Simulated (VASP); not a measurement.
Set up this calculation in VASP 6.6.1, as the native input.

- Task: single point
- Functional: PBE
- Potentials or basis: VASP PAW PBE potentials, release 64 (Li_sv, Cl)
- Cutoff: 520 eV
- k mesh: 4 × 4 × 4
- Occupations: gaussian, width 0.01 eV
- Spin: no spin polarisation
- Dipole correction: no
- Further INCAR settings: ALGO = Normal; EDIFF = 1e-06; NBANDS = 12

The structure of LiCl lies in POSCAR:

```
LiCl
1.0
    3.3247580869      0.0000000000      0.0000000000
    0.0000000000      3.3247580869      0.0000000000
    0.0000000000      0.0000000000      3.3247580869
Li Cl
1 1
Direct
    0.0000000000      0.0000000000      0.0000000000
    0.5000000000      0.5000000000      0.5000000000
```

This cell differs from its parent crystal: volume changed by +5%.

The input as run:

INCAR

```
PREC = Accurate
ENCUT = 520
EDIFF = 1E-6
ISMEAR = 0
SIGMA = 0.01
LREAL = False
LASPH = True
NELM = 80
ALGO = Normal
ISIF = 2
LWAVE = False
LCHARG = False
GGA = PE
NBANDS = 12
```

KPOINTS

```
regular mesh
0
Gamma
  4 4 4
```

Potentials or basis: VASP PAW PBE potentials, release 64 (Li_sv, Cl).

The run is started by

```console
$ cat potpaw_PBE.64/Li_sv/POTCAR potpaw_PBE.64/Cl/POTCAR > POTCAR
$ mpirun -np 1 vasp_std > vasp.out
```

It gave:

```yaml
Band_gap_on_the_k_mesh: 4.24 eV, indirect (least direct gap 4.99 eV)
```

Caveat: the k points lie up to 0.47 Å⁻¹ apart.

Run time: 5.3 s on 1 thread of Intel Xeon 8259CL, with other jobs on the host, peak memory 0.15 GiB.
